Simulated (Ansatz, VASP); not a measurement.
One calculation of Os, two programs

```
CELL_PARAMETERS angstrom
-1.50506 1.50506 1.50506
1.50506 -1.50506 1.50506
1.50506 1.50506 -1.50506
ATOMIC_POSITIONS crystal
Os 0.00000 0.00000 0.00000
```

Change from the starting cell: volume scaled by 0.95, LAPW.

Alike in both runs: task single point; functional PBEsol; k mesh 19 × 19 × 19; occupations fermi-dirac, width 0.05 eV; no spin polarisation.

```csv
,VASP,Ansatz
version,VASP 6.6.1,Ansatz 0.2.0
potentials or method,"VASP PAW PBE potentials, release 64 (Os), cutoff 520 eV","all-electron LAPW, scalar-relativistic"
```

Ansatz gave:

| Item | Value |
| --- | --- |
| pressure (GPa) | 22.1 |

What did VASP give for the same quantities?

Pressure (GPa): 23.6.

VASP's potentials were made for PBE, not for PBEsol. Ansatz ran all-electron here, and VASP with PAW potentials.

Spin-orbit coupling is off throughout.
